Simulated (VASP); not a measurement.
SrB3Rh:

```xyz
5
Lattice="2.1545 -3.1182 0.0000 2.1545 3.1182 0.0000 0.0000 0.0000 5.5069" Properties=species:S:1:pos:R:3 pbc="T T T"
Sr    0.0000    0.0000    2.7534
B     1.0772    1.5591    0.0000
B     1.0772   -1.5591    0.0000
B     2.1545    0.0000    2.7534
Rh    2.1545    0.0000    0.0000
```

The cell was built from a structure type or drawn by symmetry, and may not be a known phase.

| Quantity | Value |
| --- | --- |
| Program | VASP 6.6.1 |
| Task | relaxation of cell and atoms |
| Functional | PBE |
| Potentials or basis | VASP PAW PBE potentials, release 64 (Sr_sv, B, Rh_pv) |
| Cutoff | 600 eV |
| k mesh | 6 × 6 × 4 |
| Occupations | gaussian, width 0.1 eV |
| Spin | no spin polarisation |

At the start: pressure 18.8 GPa; volume 14.80 Å³/atom.

**Question.** Where does the relaxation end?

**Answer.** Over 15 steps the energy falls by 779.9 meV/atom and the volume is 14.28 Å³/atom (-3.5 %); space group Cmmm (No. 65, to 0.1 Å) before, Pm-3m (No. 221, to 0.1 Å).

Step by step:
```
step  energy change (eV)  largest force (eV/Å)  pressure (GPa)  volume (Å³)
   1              0.0000                0.0000           18.75        73.99
   2             -1.6390                0.0000          -12.28        92.92
   3             -1.7373                0.0000           -7.77        88.18
   4             -2.8109                0.0000           -8.10        81.98
   5             -0.5374                0.0000           42.80        59.91
   6             -3.3813                0.0000           -6.81        77.83
   7             -3.7727                0.0000            4.97        69.19
   8             -3.8343                0.0000           -1.42        72.41
   9             -3.8516                0.0000            0.37        71.35
  10             -3.8497                0.0000            1.06        70.98
  11             -3.8862                0.0000           -0.49        71.77
  12             -3.8935                0.0000           -1.40        72.28
  13             -3.8961                0.0000            1.19        70.79
  14             -3.8989                0.0000            0.08        71.41
  15             -3.8993                0.0000            0.06        71.42
```

Final structure:
```
Sr B Rh
1.0
     2.92436   -2.94234    0.00000
     2.92436    2.94234    0.00000
     0.00000    0.00000    4.15037
Sr B Rh
1 3 1
Direct
  0.00000 0.00000 0.50000
  0.00000 0.50000 0.00000
  0.50000 0.00000 0.00000
  0.50000 0.50000 0.50000
  0.50000 0.50000 0.00000
```

Caveat: a cell axis changed by over 15 % at a fixed basis, so the end point is rough.
